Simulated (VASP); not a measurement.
# Ga3Se (Pm-3m) in VASP: further runs, part 2 of 2

VASP 6.6.1. Earlier steps stand in the parts before.

## 4. Single point, PBE

Contents of INCAR:

```
PREC = Accurate
ENCUT = 520
EDIFF = 1E-7
ISMEAR = 0
SIGMA = 0.2
LREAL = False
LASPH = True
NELM = 60
ALGO = Normal
ISIF = 2
LWAVE = False
LCHARG = False
GGA = PE
NBANDS = 30
```

Contents of KPOINTS:

```
regular mesh
0
Gamma
  5 5 5
```

Contents of POSCAR:

```
Ga3Se
1.0
    4.4324650000      0.0000000000      0.0000000000
    0.0000000000      4.4324650000      0.0000000000
    0.0000000000      0.0000000000      4.4324650000
Ga Se
3 1
Direct
    0.0000000000      0.5000000000      0.5000000000
    0.5000000000      0.0000000000      0.5000000000
    0.5000000000      0.5000000000      0.0000000000
    0.0000000000      0.0000000000      0.0000000000
```

Potentials or basis: VASP PAW PBE potentials, release 64 (Ga_d, Se).

Command:

```bash
$ cat potpaw_PBE.64/Ga_d/POTCAR potpaw_PBE.64/Se/POTCAR > POTCAR
$ mpirun -np 1 vasp_std > vasp.out
```

OUTCAR:

```text
PREC = Accurate
   ENCUT = 520
   EDIFF = 1E-7
   ISMEAR = 0
   LREAL = False
   LASPH = True
   NELM = 60
   ISIF = 2
   GGA = PE

 ion  position               nearest neighbor table
   1  0.000  0.500  0.500-
   2  0.500  0.000  0.500-
   3  0.500  0.500  0.000-
   4  0.000  0.000  0.000-

  LATTYP: Found a simple cubic cell.
 ALAT       =     4.4324650000

  Lattice vectors:

 A1 = (   4.4324650000,   0.0000000000,   0.0000000000)
 A2 = (   0.0000000000,   4.4324650000,   0.0000000000)
 A3 = (   0.0000000000,   0.0000000000,   4.4324650000)

Analysis of symmetry for initial positions (statically):
=====================================================================
 Subroutine PRICEL returns:
 Original cell was already a primitive cell.

 Routine SETGRP: Setting up the symmetry group for a
 simple cubic supercell.

 Subroutine GETGRP returns: Found 48 space group operations
 (whereof 48 operations were pure point group operations)
 out of a pool of 48 trial point group operations.

The static configuration has the point symmetry O_h .

Analysis of symmetry for dynamics (positions and initial velocities):
=====================================================================
 Subroutine PRICEL returns:
 Original cell was already a primitive cell.

 Routine SETGRP: Setting up the symmetry group for a
 simple cubic supercell.

 Subroutine GETGRP returns: Found 48 space group operations
 (whereof 48 operations were pure point group operations)
 out of a pool of 48 trial point group operations.

The dynamic configuration has the point symmetry O_h .

 Subroutine INISYM returns: Found 48 space group operations
 (whereof 48 operations are pure point group operations),
 and found     1 'primitive' translations

----------------------------------------------------------------------------------------

                                     Primitive cell

  volume of cell :      87.0835

  direct lattice vectors                    reciprocal lattice vectors
     4.432465000  0.000000000  0.000000000     0.225608098  0.000000000  0.000000000
     0.000000000  4.432465000  0.000000000     0.000000000  0.225608098  0.000000000
     0.000000000  0.000000000  4.432465000     0.000000000  0.000000000  0.225608098

  length of vectors
     4.432465000  4.432465000  4.432465000     0.225608098  0.225608098  0.225608098

  position of ions in fractional coordinates (direct lattice)
     0.000000000  0.500000000  0.500000000
     0.500000000  0.000000000  0.500000000
     0.500000000  0.500000000  0.000000000
     0.000000000  0.000000000  0.000000000

  ion indices of the primitive-cell ions
   primitive index   ion index
                 1           1
                 2           2
                 3           3
                 4           4

----------------------------------------------------------------------------------------

 KPOINTS: regular mesh

Automatic generation of k-mesh.
 Grid dimensions read from file:
 generate k-points for:    5    5    5

 Generating k-lattice:

  Cartesian coordinates                     Fractional coordinates (reciprocal lattice)
     0.045121620  0.000000000  0.000000000     0.200000000  0.000000000  0.000000000
     0.000000000  0.045121620  0.000000000     0.000000000  0.200000000  0.000000000
     0.000000000  0.000000000  0.045121620     0.000000000  0.000000000  0.200000000

  Length of vectors
     0.045121620  0.045121620  0.045121620

  Shift w.r.t. Gamma in fractional coordinates (k-lattice)
     0.000000000  0.000000000  0.000000000

 Subroutine IBZKPT returns following result:
 ===========================================

 Found     10 irreducible k-points:

 Following reciprocal coordinates:
            Coordinates               Weight
  0.000000  0.000000  0.000000      1.000000
  0.200000  0.000000  0.000000      6.000000
  0.400000  0.000000  0.000000      6.000000
  0.200000  0.200000  0.000000     12.000000
  0.400000  0.200000  0.000000     24.000000
  0.400000  0.400000  0.000000     12.000000
  0.200000  0.200000  0.200000      8.000000
  0.400000  0.200000  0.200000     24.000000
  0.400000  0.400000  0.200000     24.000000
  0.400000  0.400000  0.400000      8.000000
   k-points           NKPTS =     10   k-points in BZ     NKDIM =     10   number of bands    NBANDS=     30
   number of dos      NEDOS =    301   number of ions     NIONS =      4
   total plane-waves  NPLWV =  46656
   dimension x,y,z NGX =    36 NGY =   36 NGZ =   36
   dimension x,y,z NGXF=    72 NGYF=   72 NGZF=   72
   ions per type =               3   1
   NGX,Y,Z   is equivalent  to a cutoff of  13.50, 13.50, 13.50 a.u.
   NGXF,Y,Z  is equivalent  to a cutoff of  27.00, 27.00, 27.00 a.u.
 SYSTEM =  unknown system
   PREC   = accura    normal or accurate (medium, high low for compatibility)
   ISTART =      0    job   : 0-new  1-cont  2-samecut
   ICHARG =      2    charge: 1-file 2-atom 10-const
   ISPIN  =      1    spin polarized calculation?
   LNONCOLLINEAR =      F non collinear calculations
   LSORBIT =      F    spin-orbit coupling
   LASPH  =      T    aspherical Exc in radial PAW
   ENCUT  =  520.0 eV  38.22 Ry    6.18 a.u.   8.24  8.24  8.24*2*pi/ulx,y,z
   NELM   =     60;   NELMIN=  2; NELMDL= -5     # of ELM steps
   EDIFF  = 0.1E-06   stopping-criterion for ELM
   LREAL  =      F    real-space projection
   EDIFFG = 0.1E-05   stopping-criterion for IOM
   NSW    =      0    number of steps for IOM
   IBRION =     -1    ionic relax: 0-MD 1-quasi-New 2-CG
   NFREE  =      0    steps in history (QN), initial steepest desc. (CG)
   ISIF   =      2    stress and relaxation
   ISYM   =      2    0-nonsym 1-usesym 2-fastsym
   POTIM  = 0.5000    time-step for ionic-motion
   TEBEG  =    0.0;   TEEND  =   0.0 temperature during run
   PSTRESS=    0.0 pullay stress
   NELECT =      45.0000    total number of electrons
   NUPDOWN=      -1.0000    fix difference up-down
   EMIN   =  10.00;   EMAX   =-10.00  energy-range for DOS
   EFERMI =   0.00;   METHOD = LEGACY
   ISMEAR =     0;   SIGMA  =   0.20  broadening in eV -4-tet -1-fermi 0-gaus
   EFERMI_NEDOS =   21; number of points for ismear=-14 and -15
   IALGO  =     38    algorithm
   IMIX   =      4    mixing-type and parameters
     AMIX     =   0.40;   BMIX     =  1.00
     AMIX_MAG =   1.60;   BMIX_MAG =  1.00
  volume/ion in A,a.u.               =      21.77       146.92
  Fermi-wavevector in a.u.,A,eV,Ry     =   1.313713  2.482557 23.481488  1.725841
  Thomas-Fermi vector in A             =   2.444016
   LORBIT       =      0    0 simple, 1 ext, 2 COOP (PROOUT), +10 PAW based schemes
   GGA     = PE    functional components
   LHFCALC =     F    Hartree Fock is set to
   AEXX    =    0.0000 exact exchange contribution
   IVDW    =     0    specifies the selected vdW correction
   LEPSILON=     F    determine dielectric tensor
   LRPA    =     F    only Hartree local field effects (RPA)
 non-spin polarized calculation
 Gauss-broadening in eV      SIGMA  =   0.20
  energy-cutoff  :      520.00
  volume of cell :       87.08
 maximum number of plane-waves:      2356
 NGX is ok and might be reduce to    36
   NGX = 17   NGY = 17   NGZ = 17

 number of electron      44.9999944 magnetization

 Free energy of the ion-electron system (eV)
  ---------------------------------------------------
  ext. energy  EPLUGINS =         0.00000000
  ---------------------------------------------------
  free energy    TOTEN  =       -12.37056439 eV

  energy without entropy =      -12.31935455  energy(sigma->0) =      -12.34495947

 E-fermi :   4.6267     XC(G=0): -10.2645

 val. band max:        4.6144892259   @ k =   0.4000   0.0000   0.0000
 cond. band min:       4.6654898886   @ k =   0.2000   0.2000   0.0000
 fundamental gap:      0.0510006627
 Fermi energy:         4.6267208013

 k-point     1 :       0.0000    0.0000    0.0000
  band No.  band energies     occupation
      1     -10.3937      2.00000
      2     -10.3757      2.00000
      3     -10.3757      2.00000
      4     -10.3757      2.00000
      5     -10.3299      2.00000
      6     -10.3299      2.00000
[... 319 lines left out ...]
     29      12.4228      0.00000
     30      12.8676      0.00000

------------------------ aborting loop because EDIFF is reached ----------------------------------------

  FORCE on cell =-STRESS in cart. coord.  units (eV):
  Direction    XX          YY          ZZ          XY          YZ          ZX
  --------------------------------------------------------------------------------------
  -------------------------------------------------------------------------------------
  Total       -0.0292396     -0.0292396     -0.0292396      0.0000000      0.0000000      0.0000000
  in kB       -0.5379557     -0.5379557     -0.5379557      0.0000000      0.0000000      0.0000000
  external PRESSURE =      -0.5379557 kB  Pullay stress =       0.0000000 kB

 VOLUME and BASIS-vectors are now :
 -----------------------------------------------------------------------------
  energy-cutoff  :      520.00
  volume of cell :       87.08
      direct lattice vectors                 reciprocal lattice vectors
     4.432465000  0.000000000  0.000000000     0.225608098  0.000000000  0.000000000
     0.000000000  4.432465000  0.000000000     0.000000000  0.225608098  0.000000000
     0.000000000  0.000000000  4.432465000     0.000000000  0.000000000  0.225608098

 POSITION                                       TOTAL-FORCE (eV/Angst)
 -----------------------------------------------------------------------------------
      0.00000      2.21623      2.21623         0.000000      0.000000      0.000000
      2.21623      0.00000      2.21623         0.000000      0.000000      0.000000
      2.21623      2.21623      0.00000         0.000000      0.000000      0.000000
      0.00000      0.00000      0.00000         0.000000      0.000000      0.000000
 -----------------------------------------------------------------------------------
    total drift:                                0.000000      0.000000      0.000000

  FREE ENERGIE OF THE ION-ELECTRON SYSTEM (eV)
  ---------------------------------------------------
  free  energy   TOTEN  =       -12.3705643861 eV

  energy  without entropy=      -12.3193545470  energy(sigma->0) =      -12.34495947
```

Wall time 19 s (1 thread of Intel Xeon Platinum 8488C (Sapphire Rapids), shared host); peak memory 0.2 GiB.

Results:

```
Free energy : -12.3706 eV
Pressure    : -0.1 GPa
```

## 5. Single point, PBE

Contents of INCAR:

```
ALGO     = Normal         # electronic algorithm
EDIFF    = 1E-7           # SCF threshold, eV
ENCUT    = 520            # plane-wave cutoff, eV
GGA      = PE             # functional
ISIF     = 2              # what is computed and relaxed
ISMEAR   = 0              # smearing method
LASPH    = T              # aspherical terms in the spheres
LCHARG   = T              # write CHGCAR
LELF     = T              # ELF
LREAL    = F              # projectors in reciprocal space
LVHAR    = T            
LWAVE    = F              # write WAVECAR
NBANDS   = 30             # bands
NELM     = 80             # most SCF steps
PREC     = Accurate       # precision mode
SIGMA    = 0.4            # smearing width, eV
```

Contents of KPOINTS:

```
k-points
0
Gamma
  5 5 5
```

POSCAR is that of step 4.

Command:

```bash
$ cat potpaw_PBE.64/Ga_d/POTCAR potpaw_PBE.64/Se/POTCAR > POTCAR
$ mpirun -np 1 vasp_std > vasp.out
```

Wall time 19 s (1 thread of Intel Xeon Platinum 8488C (Sapphire Rapids), shared host); peak memory 0.2 GiB.

It converged, with:

```yaml
Free_energy: -12.4317 eV
Pressure: -0.1 GPa
```

Levels at points of the mesh, in eV from the Fermi level:
| k point | band 18 | band 19 | band 20 | band 21 | band 22 | band 23 | band 24 | band 25 | band 26 | band 27 |
| --- | --- | --- | --- | --- | --- | --- | --- | --- | --- | --- |
| (0.00, 0.00, 0.00) | -3.67 | -3.67 | -3.67 | -2.78 | -2.78 | 1.66 | 1.66 | 1.66 | 4.46 | 4.46 |

## 6. Summary

```tsv
smearing	gap on the mesh (eV)	pressure (GPa)
gaussian 0.05 eV	none	-0.3
gaussian 0.1 eV	none	-0.2
gaussian 0.2 eV	none	-0.1
gaussian 0.4 eV	none	-0.1
```

Alike in all rows: task single point; level PBE; potentials or basis VASP PAW PBE potentials, release 64 (Ga_d, Se); no spin polarisation; cell as given; k mesh 5 × 5 × 5; cutoff (eV) 520.

Every run on the cell as given and a fine mesh finds a metal.

Total energies depend on the potentials used, so only differences within one code and one set of settings carry meaning.
